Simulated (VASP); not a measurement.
A run of VASP 6.6.1 is set up as follows.

The input INCAR:

```
PREC     = Accurate       # precision mode
ENCUT    = 520            # plane-wave cutoff, eV
EDIFF    = 1E-8           # SCF threshold, eV
ISMEAR   = -1             # smearing method
SIGMA    = 0.05           # smearing width, eV
LREAL    = F              # projectors in reciprocal space
LASPH    = T              # aspherical terms in the spheres
NELM     = 200            # most SCF steps
ALGO     = Normal         # electronic algorithm
ISIF     = 2              # what is computed and relaxed
LWAVE    = F              # write WAVECAR
LCHARG   = F              # write CHGCAR
ISPIN    = 2              # spin polarisation
MAGMOM   = 2 0            # initial moments
LORBIT   = 11             # projections on sites
LMAXMIX  = 4              # l up to which the mixer works
GGA      = PE             # functional
LEFG     = T            
NBANDS   = 20             # bands
GGA_COMPAT= F
```

KPOINTS

```
Automatic mesh
0
Gamma
  19 19 19
```

The input POSCAR:

```
VN
1.0
    0.0000000000      2.0640000000      2.0640000000
    2.0640000000      0.0000000000      2.0640000000
    2.0640000000      2.0640000000      0.0000000000
V N
1 1
Direct
    0.0000000000      0.0000000000      0.0000000000
    0.5000000000      0.5000000000      0.5000000000
```

Potentials or basis: VASP PAW PBE potentials, release 64 (V_sv, N).

Launch:

```console
$ cat potpaw_PBE.64/V_sv/POTCAR potpaw_PBE.64/N/POTCAR > POTCAR
$ mpirun -np 1 vasp_std > vasp.out
```

**Question.** Estimate the pressure.

**Answer.** -1.7 GPa.

**Question.** What does it give for the band gap on the k mesh?

**Answer.** Zero (filled and empty bands overlap).

**Question.** What does it give for the net moment?

**Answer.** 0.00 μB per cell.

Caveat: the moments typed at the start vanished in this run. With open d or f shells a metallic result of PBE can be an artefact of self-interaction; +U or a hybrid may open a gap.
